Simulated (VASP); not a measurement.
# S (R-3m) in VASP: single point with PBE+D4

Aim: the single point of S with PBE+D4.

Everything below comes from runs of VASP 6.6.1. Logs are shortened: lines on timing, memory, paths and dates and some standing lists are left out, and cuts for length are marked.

### Step 1. The cell of the first run

The structure is trigonal, space group R-3m (No. 166). The conventional cell has a = 3.277 Å, b = 3.277 Å, c = 2.584 Å, α = 90.00°, β = 90.00°, γ = 120.00°. Within 2.8 Å of S (site symmetry -3m) lie 14 S at 2.08 to 2.58 Å.

### Step 2. Single point, PBE+D4

INCAR reads:

```
PREC = Accurate ; ENCUT = 500
EDIFF = 1E-6 ; ISMEAR = 1
SIGMA = 0.3 ; LREAL = F
LASPH = T ; NELM = 120
ALGO = Normal ; ISIF = 2
LWAVE = F ; LCHARG = F
GGA = PE ; IVDW = 13
NBANDS = 9 ; GGA_COMPAT = F
```

KPOINTS reads:

```
Automatic mesh
0
Gamma
  7 7 7
  0.5 0.5 0.5
```

POSCAR reads:

```
S
1.0
    1.6385000000      0.9459880000      0.8613330000
   -1.6385000000      0.9459880000      0.8613330000
    0.0000000000     -1.8919770000      0.8613330000
S
1
Direct
    0.0000000000      0.0000000000      0.0000000000
```

Potentials or basis: VASP PAW PBE potentials, release 64 (S).

Command:

```sh
> cat potpaw_PBE.64/S/POTCAR > POTCAR
> mpirun -np 1 vasp_std > vasp.out
```

OUTCAR:

```text
PREC = Accurate
   ENCUT = 500
   EDIFF = 1E-6
   ISMEAR = 1
   LREAL = F
   LASPH = T
   NELM = 120
   ISIF = 2
   GGA = PE
   IVDW = 13

 ion  position               nearest neighbor table
   1  0.000  0.000  0.000-

  LATTYP: Found a trigonal (rhomboedric) cell.
 ALAT       =     2.0788149281
 COS(alpha) =    -0.2424852675

  Lattice vectors:

 A1 = (   1.6385000000,   0.9459880000,   0.8613330000)
 A2 = (  -1.6385000000,   0.9459880000,   0.8613330000)
 A3 = (   0.0000000000,  -1.8919770000,   0.8613330000)

Analysis of symmetry for initial positions (statically):
=====================================================================
 Subroutine PRICEL returns:
 Original cell was already a primitive cell.

 Routine SETGRP: Setting up the symmetry group for a
 trigonal (rhombohedral) supercell.

 Subroutine GETGRP returns: Found 12 space group operations
 (whereof 12 operations were pure point group operations)
 out of a pool of 12 trial point group operations.

The static configuration has the point symmetry D_3d.

Analysis of symmetry for dynamics (positions and initial velocities):
=====================================================================
 Subroutine PRICEL returns:
 Original cell was already a primitive cell.

 Routine SETGRP: Setting up the symmetry group for a
 trigonal (rhombohedral) supercell.

 Subroutine GETGRP returns: Found 12 space group operations
 (whereof 12 operations were pure point group operations)
 out of a pool of 12 trial point group operations.

The dynamic configuration has the point symmetry D_3d.

 Subroutine INISYM returns: Found 12 space group operations
 (whereof 12 operations are pure point group operations),
 and found     1 'primitive' translations

----------------------------------------------------------------------------------------

                                     Primitive cell

  volume of cell :       8.0104

  direct lattice vectors                    reciprocal lattice vectors
     1.638500000  0.945988000  0.861333000     0.305157156  0.176182582  0.386997122
    -1.638500000  0.945988000  0.861333000    -0.305157156  0.176182582  0.386997122
     0.000000000 -1.891977000  0.861333000     0.000000000 -0.352365163  0.386996917

  length of vectors
     2.078814586  2.078814586  2.078814928     0.523381280  0.523381280  0.523381144

  position of ions in fractional coordinates (direct lattice)
     0.000000000  0.000000000  0.000000000

  ion indices of the primitive-cell ions
   primitive index   ion index
                 1           1

----------------------------------------------------------------------------------------

 KPOINTS: Automatic mesh

Automatic generation of k-mesh.
 Grid dimensions read from file:
 generate k-points for:    7    7    7

 Generating k-lattice:

  Cartesian coordinates                     Fractional coordinates (reciprocal lattice)
     0.043593879  0.025168940  0.055285303     0.142857143  0.000000000  0.000000000
    -0.043593879  0.025168940  0.055285303     0.000000000  0.142857143  0.000000000
     0.000000000 -0.050337880  0.055285274     0.000000000  0.000000000  0.142857143

  Length of vectors
     0.074768754  0.074768754  0.074768735

  Shift w.r.t. Gamma in fractional coordinates (k-lattice)
     0.500000000  0.500000000  0.500000000

 Subroutine IBZKPT returns following result:
 ===========================================

 Found     44 irreducible k-points:

 Following reciprocal coordinates:
            Coordinates               Weight
  0.071429  0.071429  0.071429      2.000000
  0.214286  0.071429  0.071429      6.000000
  0.357143  0.071429  0.071429      6.000000
  0.500000  0.071429  0.071429      6.000000
 -0.357143  0.071429  0.071429      6.000000
 -0.214286  0.071429  0.071429      6.000000
[... 16 lines left out ...]
 -0.357143 -0.357143  0.071429      6.000000
 -0.214286 -0.357143  0.071429     12.000000
 [... further k-points ...]
   k-points           NKPTS =     44   k-points in BZ     NKDIM =     44   number of bands    NBANDS=      9
   number of dos      NEDOS =    301   number of ions     NIONS =      1
   total plane-waves  NPLWV =   4096
   dimension x,y,z NGX =    16 NGY =   16 NGZ =   16
   dimension x,y,z NGXF=    32 NGYF=   32 NGZF=   32
   ions per type =               1
   NGX,Y,Z   is equivalent  to a cutoff of  12.80, 12.80, 12.80 a.u.
   NGXF,Y,Z  is equivalent  to a cutoff of  25.59, 25.59, 25.59 a.u.
 SYSTEM =  unknown system
   PREC   = accura    normal or accurate (medium, high low for compatibility)
   ISTART =      0    job   : 0-new  1-cont  2-samecut
   ICHARG =      2    charge: 1-file 2-atom 10-const
   ISPIN  =      1    spin polarized calculation?
   LNONCOLLINEAR =      F non collinear calculations
   LSORBIT =      F    spin-orbit coupling
   LASPH  =      T    aspherical Exc in radial PAW
   ENCUT  =  500.0 eV  36.75 Ry    6.06 a.u.   3.79  3.79  3.79*2*pi/ulx,y,z
   NELM   =    120;   NELMIN=  2; NELMDL= -5     # of ELM steps
   EDIFF  = 0.1E-05   stopping-criterion for ELM
   LREAL  =      F    real-space projection
   EDIFFG = 0.1E-04   stopping-criterion for IOM
   NSW    =      0    number of steps for IOM
   IBRION =     -1    ionic relax: 0-MD 1-quasi-New 2-CG
   NFREE  =      0    steps in history (QN), initial steepest desc. (CG)
   ISIF   =      2    stress and relaxation
   ISYM   =      2    0-nonsym 1-usesym 2-fastsym
   POTIM  = 0.5000    time-step for ionic-motion
   TEBEG  =    0.0;   TEEND  =   0.0 temperature during run
   PSTRESS=    0.0 pullay stress
   NELECT =       6.0000    total number of electrons
   NUPDOWN=      -1.0000    fix difference up-down
   EMIN   =  10.00;   EMAX   =-10.00  energy-range for DOS
   EFERMI =   0.00;   METHOD = LEGACY
   ISMEAR =     1;   SIGMA  =   0.30  broadening in eV -4-tet -1-fermi 0-gaus
   EFERMI_NEDOS =   21; number of points for ismear=-14 and -15
   IALGO  =     38    algorithm
   IMIX   =      4    mixing-type and parameters
     AMIX     =   0.40;   BMIX     =  1.00
     AMIX_MAG =   1.60;   BMIX_MAG =  1.00
  volume/ion in A,a.u.               =       8.01        54.06
  Fermi-wavevector in a.u.,A,eV,Ry     =   1.486758  2.809566 30.075004  2.210450
  Thomas-Fermi vector in A             =   2.600004
   LORBIT       =      0    0 simple, 1 ext, 2 COOP (PROOUT), +10 PAW based schemes
   GGA     = PE    functional components
   LHFCALC =     F    Hartree Fock is set to
   AEXX    =    0.0000 exact exchange contribution
   IVDW    =    13    specifies the selected vdW correction
   LEPSILON=     F    determine dielectric tensor
   LRPA    =     F    only Hartree local field effects (RPA)
 non-spin polarized calculation
 Methfessel and Paxton  Order N= 1 SIGMA  =   0.30
  energy-cutoff  :      500.00
  volume of cell :        8.01
 maximum number of plane-waves:       214
   NGX =  7   NGY =  7   NGZ =  7

 number of electron       5.9999998 magnetization

 Free energy of the ion-electron system (eV)
  ---------------------------------------------------
  ext. energy  EPLUGINS =         0.00000000
  ---------------------------------------------------
  free energy    TOTEN  =        -0.18703072 eV

  energy without entropy =       -0.18946976  energy(sigma->0) =       -0.18784374

 E-fermi :  21.6892     XC(G=0): -14.5492

 val. band max:       21.5669317296   @ k =   0.3571   0.2143   0.0714
 cond. band min:      21.9173946887   @ k =   0.2143   0.0714   0.0714
 fundamental gap:      0.3504629591
 Fermi energy:        21.6891960137

 k-point     1 :       0.0714    0.0714    0.0714
  band No.  band energies     occupation
      1      -4.9600      2.00000
      2      22.4921     -0.00102
      3      22.4921     -0.00102
      4      23.0138     -0.00000
      5      36.0043      0.00000
      6      36.0044      0.00000
      7      41.1032      0.00000
      8      44.2991      0.00000
      9      44.2991      0.00000

 k-point     2 :       0.2143    0.0714    0.0714
  band No.  band energies     occupation
      1      -2.9288      2.00000
      2      14.8000      2.00000
      3      21.3253      2.07087
      4      21.9174      0.04142
      5      36.3883      0.00000
      6      39.5296      0.00000
      7      44.1634      0.00000
      8      45.1204      0.00000
      9      45.3134      0.00000

 k-point     3 :       0.3571    0.0714    0.0714
  band No.  band energies     occupation
      1       0.5461      2.00000
      2       8.0838      2.00000
      3      21.4663      1.94791
      4      22.0587     -0.07090
      5      34.6549      0.00000
      6      36.8116      0.00000
      7      46.3342      0.00000
      8      47.3842      0.00000
      9      50.7761      0.00000

 k-point     4 :       0.5000    0.0714    0.0714
  band No.  band energies     occupation
      1       2.0659      2.00000
      2       6.0410      2.00000
      3      22.9086     -0.00000
      4      23.3995     -0.00000
      5      32.9669      0.00000
      6      34.5139      0.00000
      7      43.0099      0.00000
      8      45.5932      0.00000
      9      49.5553      0.00000
[... 205 lines left out ...]
 k-point    22 :      -0.0714    0.5000    0.0714
  band No.  band energies     occupation
      1       2.7286      2.00000
      2       4.9267      2.00000
      3      22.8514     -0.00000
      4      26.6404     -0.00000
      5      29.9821      0.00000
      6      34.0026      0.00000
      7      43.7539      0.00000
      8      44.6508      0.00000
      9      50.6563      0.00000

 k-point    23 :      -0.3571   -0.3571    0.0714
  band No.  band energies     occupation
      1       5.2755      2.00000
      2       8.9575      2.00000
      3      10.6941      2.00000
      4      28.6893      0.00000
      5      32.6396      0.00000
      6      35.0932      0.00000
      7      36.2438      0.00000
      8      42.8824      0.00000
      9      52.2872      0.00000

 k-point    24 :      -0.2143   -0.3571    0.0714
  band No.  band energies     occupation
      1       1.5743      2.00000
      2       9.0431      2.00000
      3      16.0062      2.00000
      4      27.9257      0.00000
      5      31.7061      0.00000
      6      36.7745      0.00000
      7      40.8572      0.00000
      8      43.5192      0.00000
      9      48.9305      0.00000

 [... further k-points ...]

------------------------ aborting loop because EDIFF is reached ----------------------------------------

  DFT-D4 for vdW energy calculation

  Edisp (eV):   -0.74061

  FORCE on cell =-STRESS in cart. coord.  units (eV):
  Direction    XX          YY          ZZ          XY          YZ          ZX
  --------------------------------------------------------------------------------------
  -------------------------------------------------------------------------------------
  Total      10.12279    10.12279     9.57924     0.00000    -0.00000     0.00000
  in kB    2024.67934  2024.67899  1915.96196     0.00000    -0.00074     0.00000
  external pressure =     1988.44 kB  Pullay stress =        0.00 kB

 VOLUME and BASIS-vectors are now :
 -----------------------------------------------------------------------------
  energy-cutoff  :      500.00
  volume of cell :        8.01
      direct lattice vectors                 reciprocal lattice vectors
     1.638500000  0.945988000  0.861333000     0.305157156  0.176182582  0.386997122
    -1.638500000  0.945988000  0.861333000    -0.305157156  0.176182582  0.386997122
     0.000000000 -1.891977000  0.861333000     0.000000000 -0.352365163  0.386996917

 POSITION                                       TOTAL-FORCE (eV/Angst)
 -----------------------------------------------------------------------------------
      0.00000      0.00000      0.00000         0.000000      0.000000      0.000000
 -----------------------------------------------------------------------------------
    total drift:                                0.000000      0.000000     -0.000000

  FREE ENERGIE OF THE ION-ELECTRON SYSTEM (eV)
  ---------------------------------------------------
  free  energy   TOTEN  =        -0.9276447584 eV

  energy  without entropy=       -0.9300838007  energy(sigma->0) =       -0.92845777
```

Wall time 4.6 s (1 thread of Intel Xeon 8259CL, shared host); peak memory 0.11 GiB.

What came out:

| Property | Result |
| --- | --- |
| Free energy | -0.9276 eV |
| Pressure | 198.8 GPa |
| Band gap on the k mesh | zero (band 3 reaches 26.67 eV, above the bottom of band 4 at 15.16 eV) |
| Dispersion energy per atom | -0.741 eV |

Stress tensor (GPa, compression positive):
```
202.47   0.00   0.00
  0.00 202.47   0.00
  0.00   0.00 191.60
```

Caveat: the k points lie up to 0.47 Å⁻¹ apart; pairwise dispersion overbinds metals, which lowers pressure and volume.
